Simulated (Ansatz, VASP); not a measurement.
# Zr3S2: VASP beside Ansatz

```
Zr S
1.0
     2.72134    1.57117    3.34883
    -2.72134    1.57117    3.34883
     0.00000   -3.14234    3.34883
Zr S
3 2
Direct
  0.16184 0.83816 0.50000
  0.50000 0.16184 0.83816
  0.83816 0.50000 0.16184
  0.33496 0.33496 0.33496
  0.66504 0.66504 0.66504
```

Change from the starting cell: strain -0.050 along x and y, -0.025 along z, atoms carried along.

Alike in both runs: task single point; functional PBEsol; k mesh 12 × 12 × 12; occupations gaussian, width 0.15 eV; no spin polarisation.

|  | VASP | Ansatz |
| --- | --- | --- |
| version | VASP 6.6.1 | Ansatz 0.2.0 |
| potentials or method | VASP PAW PBE potentials, release 64 (Zr_sv, S), cutoff 520 eV | scalar-relativistic, plane waves, PAW |
| valence electrons in the cell | 48 | 48 |

```csv
,VASP,Ansatz,Ansatz less VASP
gap on the k mesh at the Fermi level (eV),none,none,-
pressure (GPa),21.8,21.5,-0.22
"traceless stress, the component that is largest in VASP (GPa)",-0.74,-0.85,-0.108
rms of the force components (eV/Å),0.235,0.231,-0.0043
```

VASP's potentials were made for PBE, not for PBEsol. Atom by atom the forces differ by 0.004 eV/Å (rms over components). A gap of «none» marks a metal or a gap that the smearing closes. With one functional, cell and mesh, what is left measures potentials, basis and numerics.
